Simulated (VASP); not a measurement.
Here is a VASP 6.6.1 calculation.

File INCAR:

```
PREC = Accurate ; ENCUT = 600
EDIFF = 1E-6 ; ISMEAR = 0
SIGMA = 0.1 ; LREAL = False
LASPH = True ; NELM = 100
ALGO = Normal ; ISIF = 3
LWAVE = False ; LCHARG = False
GGA = PE ; IBRION = 2
NSW = 90 ; EDIFFG = -0.04
```

KPOINTS

```
regular mesh
0
Gamma
  6 6 6
```

The input POSCAR:

```
PbO2
1.0
    1.7670598500      1.0202124800      5.7711932900
   -1.7670598500      1.0202124800      5.7711932900
    0.0000000000     -2.0404249600      5.7711932900
Pb O
1 2
Direct
    0.0000000000      0.0000000000      0.0000000000
    0.2500000000      0.2500000000      0.2500000000
    0.7500000000      0.7500000000      0.7500000000
```

Potentials or basis: VASP PAW PBE potentials, release 64 (Pb_d, O).

Launch:

```bash
$ cat potpaw_PBE.64/Pb_d/POTCAR potpaw_PBE.64/O/POTCAR > POTCAR
$ mpirun -np 1 vasp_std > vasp.out
```

Problem. Estimate the band gap on the k mesh.

Solution. Zero (band 13 reaches 3.69 eV, above the bottom of band 14 at 3.66 eV).

Problem. What does it give for the relaxed volume?

Solution. 14.91 Å³/atom.

The path:
```tsv
step	energy change (eV)	largest force (eV/Å)	pressure (GPa)	volume (Å³)
1	0.0000	2.7813	-14.44	62.43
2	-1.3165	0.1431	6.56	46.89
3	-1.3302	0.5014	3.04	48.04
4	-1.4364	0.2687	-0.30	49.29
5	-1.4478	0.1653	-1.67	49.85
6	-1.4513	0.1712	0.94	48.76
7	-1.4531	0.0443	-0.06	49.16
8	-1.4535	0.0459	-0.08	49.08
9	-1.4545	0.0464	-0.15	48.84
10	-1.4563	0.0507	-0.27	48.36
11	-1.4591	0.0600	-0.43	47.39
12	-1.4613	0.0774	-0.37	45.40
13	-1.4619	0.0728	-0.19	45.19
14	-1.4624	0.0563	0.45	44.57
15	-1.4625	0.0605	0.30	44.73
16	-1.4627	0.0264	0.06	44.74
```

Caveat: the volume moved by over 15 % at a fixed basis, so the end points are rough; spin-orbit coupling is left out, which moves the levels of the heavy elements.
